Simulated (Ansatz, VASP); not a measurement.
One calculation of WC, two programs

```
W C
1.0
     2.89841    0.00000    0.00000
    -1.44921    2.51010    0.00000
     0.00000    0.00000    2.82761
W C
1 1
Cartesian
  -0.0614 -0.0963 0.1223
  1.5106 0.9330 1.2915
```

Change from the starting cell: all atoms moved at random, sigma 0.15 Å a component.

Alike in both runs: task single point; functional PBEsol; k mesh 12 × 12 × 12; occupations gaussian, width 0.15 eV; no spin polarisation.

|  | VASP | Ansatz |
| --- | --- | --- |
| version | VASP 6.6.1 | Ansatz 0.2.0 |
| potentials or method | VASP PAW PBE potentials, release 64 (W_sv, C), cutoff 520 eV | scalar-relativistic, plane waves, PAW |
| valence electrons in the cell | 18 | 18 |

VASP gave:

| Quantity | Value |
| --- | --- |
| gap on the k mesh at the Fermi level (eV) | none |
| pressure (GPa) | 23.9 |
| traceless stress, the component that is largest in VASP (GPa) | -21.46 |
| rms of the force components (eV/Å) | 3.554 |

**Question.** Which values does Ansatz return?

**Answer.** gap on the k mesh at the Fermi level (eV): none; pressure (GPa): 22.4; traceless stress, the component that is largest in VASP (GPa): -21.25; rms of the force components (eV/Å): 3.517.

VASP's potentials were made for PBE, not for PBEsol. Atom by atom the forces differ by 0.038 eV/Å (rms over components). A gap of «none» marks a metal or a gap that the smearing closes. The functional is the same, so the differences come from potentials, cutoffs and numerics.

Neither program's run includes spin-orbit coupling.
